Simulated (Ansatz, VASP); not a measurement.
**One calculation of LaHg2, two programs**

File INCAR:

```
SYSTEM = LaHg2
PREC = Accurate
ENCUT = 520
EDIFF = 1E-6
ISMEAR = -1
SIGMA = 0.08
LREAL = .FALSE.
LASPH = .TRUE.
NELM = 80
ALGO = Normal
ISIF = 2
LWAVE = .FALSE.
LCHARG = .FALSE.
NBANDS = 24
```

The input KPOINTS:

```
Automatic mesh
0
G
  8 8 9
  0 0 0
```

Contents of POSCAR:

```
LaHg2
1.0
    4.8909900976      0.0000000000      0.0000000000
   -2.4454950489      4.2357216743      0.0000000000
    0.0000000000      0.0000000000      3.5908047802
La Hg
1 2
Direct
    0.0000000000      0.0000000000      0.0000000000
    0.3333333333      0.6666666667      0.5000000000
    0.6666666667      0.3333333333      0.5000000000
```

Input for Ansatz:

```yaml
crystal:
  lattice:
    - [4.8909900976, 0.0, 0.0]
    - [-2.4454950489, 4.2357216743, 0.0]
    - [0.0, 0.0, 3.5908047802]
  atoms:
    - { symbol: La, position: [0.0, 0.0, 0.0] }
    - { symbol: Hg, position: [0.3333333333, 0.6666666667, 0.5] }
    - { symbol: Hg, position: [0.6666666667, 0.3333333333, 0.5] }
kpoints:
  mp_grid: { grid: [8, 8, 9] }
  band_path:
    path:
      - [0.0, 0.0, 0.0]
      - [0.5, 0.0, 0.0]
      - [0.3333333333, 0.3333333333, 0.0]
      - [0.0, 0.0, 0.0]
      - [0.0, 0.0, 0.5]
      - [0.5, 0.0, 0.5]
      - [0.3333333333, 0.3333333333, 0.5]
      - [0.0, 0.0, 0.5]
      - [0.5, 0.0, 0.5]
    npoints: 5
scf:
  occupations: { method: fermi_dirac, width: 0.08 }
hamiltonian:
  xc: lda
  pseudopotentials: { kind: all_electron, lapw: { basis_error: 0.001 } }
output:
  forces: true
  stress: true
  eigenvalues: true
```

Change from the starting cell: volume scaled by 0.96.

Alike in both runs: task single point; functional LDA; k mesh 8 × 8 × 9; occupations fermi-dirac, width 0.08 eV; no spin polarisation.

```csv
,VASP,Ansatz
version,VASP 6.6.1,Ansatz 0.2.0
potentials or method,"VASP PAW LDA potentials, release 64 (La, Hg), cutoff 520 eV","all-electron LAPW, scalar-relativistic"
```

Ansatz gave:

* pressure (GPa): -0.2
* traceless stress, the component that is largest in VASP (GPa): -1.56

Q: Estimate VASP's values.

A: Pressure (GPa): 0.3; traceless stress, the component that is largest in VASP (GPa): -1.89.

LDA's correlation is that of Perdew and Zunger in VASP and of Perdew and Wang (1992) in Ansatz. Ansatz ran all-electron here, and VASP with PAW potentials.

Neither program's run includes spin-orbit coupling.
